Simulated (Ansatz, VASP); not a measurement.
One calculation of Hg, two programs

The input INCAR:

```
  PREC = Accurate
  ENCUT = 520
  EDIFF = 1E-8
  ISMEAR = -1
  SIGMA = 0.05
  LREAL = F
  LASPH = T
  NELM = 80
  ALGO = Normal
  ISIF = 2
  LWAVE = F
  LCHARG = F
  GGA = PE
  LEFG = T
  NBANDS = 12
```

The input KPOINTS:

```
regular mesh
0
Gamma
  12 12 12
```

POSCAR

```
Hg
1.0
    3.0309897186      0.0000000000      0.0000000000
    0.0000000000      3.0309897186      0.0000000000
    0.0000000000      0.0000000000      3.0309897186
Hg
1
Direct
    0.0000000000      0.0000000000      0.0000000000
```

Input for Ansatz:

```yaml
crystal:
  lattice:
    - [3.0309897186, 0.0, 0.0]
    - [0.0, 3.0309897186, 0.0]
    - [0.0, 0.0, 3.0309897186]
  atoms:
    - { symbol: Hg, position: [0.0, 0.0, 0.0] }
kpoints:
  mp_grid: { grid: [12, 12, 12] }
scf:
  occupations: { method: fermi_dirac, width: 0.05 }
hamiltonian:
  xc: pbe
  pseudopotentials: { kind: paw }
output:
  forces: true
  stress: true
  eigenvalues: true
  efg: { contact_densities: true }
  write_density: true
  write_potential: true
  elf: true
  volumetric_format: npy
```

Change from the starting cell: volume scaled by 0.9405, PAW files.

Alike in both runs: task electric field gradients; functional PBE; k mesh 12 × 12 × 12; occupations fermi-dirac, width 0.05 eV; no spin polarisation.

```csv
,VASP,Ansatz
version,VASP 6.6.1,Ansatz 0.2.0
potentials or method,"VASP PAW PBE potentials, release 64 (Hg)","PAW with Ansatz's default frozen-core files, scalar-relativistic"
plane-wave cutoff (eV),520,420
valence electrons in the cell,12,20
```

```csv
,VASP,Ansatz,Ansatz less VASP
pressure (GPa),1.6,1.3,-0.25
```

VASP's potentials hold 12 valence electrons a cell and Ansatz's 20, so a difference there can come from the potentials and not from the codes.

Spin-orbit coupling is off throughout.
